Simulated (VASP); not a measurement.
SiC, 2 atoms in the cell. The structure is cubic, space group F-43m (No. 216). The conventional cell has a = 4.471 Å, b = 4.471 Å, c = 4.471 Å, α = 90.00°, β = 90.00°, γ = 90.00°. Si (site symmetry -43m) has 4 C at 1.94 Å within 2.6 Å. C (site symmetry -43m) has 4 Si at 1.94 Å within 2.6 Å. 

| Property | Result |
| --- | --- |
| Program | VASP 6.6.1 |
| Task | single point |
| Functional | PBE |
| Potentials or basis | VASP PAW PBE potentials, release 64 (Si, C) |
| Cutoff | 600 eV |
| k mesh | 4 × 4 × 4 |
| Occupations | gaussian, width 0.01 eV |
| Spin | no spin polarisation |
| Dipole correction | no |
| Further INCAR settings | ALGO = Normal; EDIFF = 1e-06; NBANDS = 11 |

Potentials or basis: VASP PAW PBE potentials, release 64 (Si, C).

Command:

```console
$ cat potpaw_PBE.64/Si/POTCAR potpaw_PBE.64/C/POTCAR > POTCAR
$ mpirun -np 1 vasp_std > vasp.out
```

Hardware: 1 thread of Intel Xeon 8259CL (shared host).

Q: How long does it take, and how much memory?

A: Run time: 5.6 s on 1 thread of Intel Xeon 8259CL, on a shared host, peak memory 0.14 GiB. Counts: scf iterations 12, k points 8.
